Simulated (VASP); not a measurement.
Write the native input for VASP 6.6.1 that does the following.

```
Task                   : single point
Functional             : r2SCAN
Potentials or basis    : VASP PAW PBE potentials, release 64 (Ca_sv, Se)
Cutoff                 : 520 eV
k mesh                 : 6 × 6 × 6
Occupations            : gaussian, width 0.01 eV
Spin                   : no spin polarisation
Dipole correction      : no
Further INCAR settings : ALGO = Normal; EDIFF = 1e-06; NBANDS = 15
```

Crystal: CaSe.

```xyz
2
Lattice="0.0000 2.9376 2.9376 2.9376 0.0000 2.9376 2.9376 2.9376 0.0000" Properties=species:S:1:pos:R:3 pbc="T T T"
Ca    0.0000    0.0000    0.0000
Se    2.9376    2.9376    2.9376
```

This cell differs from its parent crystal: volume changed by -3%.

The input as run:

POSCAR

```
CaSe
1.0
    0.0000000000      2.9375579572      2.9375579572
    2.9375579572      0.0000000000      2.9375579572
    2.9375579572      2.9375579572      0.0000000000
Ca Se
1 1
Direct
    0.0000000000      0.0000000000      0.0000000000
    0.5000000000      0.5000000000      0.5000000000
```

INCAR.step1

```
ALGO = Normal
EDIFF = 1E-4
ENCUT = 520
GGA = PE
ISMEAR = 0
LASPH = T
LCHARG = F
LREAL = F
LWAVE = T
NBANDS = 15
NELM = 80
PREC = Accurate
SIGMA = 0.01
```

INCAR.step2

```
ALGO = Normal
EDIFF = 1E-6
ENCUT = 520
ISIF = 2
ISMEAR = 0
ISTART = 1
LASPH = T
LCHARG = T
LELF = T
LMIXTAU = T
LREAL = F
LVHAR = T
LWAVE = F
METAGGA = R2SCAN
NBANDS = 15
NELM = 80
PREC = Accurate
SIGMA = 0.01
```

KPOINTS

```
k-points
0
Gamma
  6 6 6
```

Potentials or basis: VASP PAW PBE potentials, release 64 (Ca_sv, Se).

The run is started by

```bash
$ cat potpaw_PBE.64/Ca_sv/POTCAR potpaw_PBE.64/Se/POTCAR > POTCAR
$ cp INCAR.step1 INCAR
$ mpirun -np 1 vasp_std > vasp.out
$ cp INCAR.step2 INCAR
$ mpirun -np 1 vasp_std > vasp.out
```

It gave:

```json
{
 "Pressure": "2.0 GPa",
 "Band gap on the k mesh": "2.44 eV, indirect (least direct gap 3.41 eV)"
}
```

Caveat: the PAW data sets were made with another functional, which shifts forces and pressure a little.

It took 32 s on 1 thread of Intel(R) Xeon(R) Platinum 8488C (Sapphire Rapids), on a shared host, peak memory 0.19 GiB.
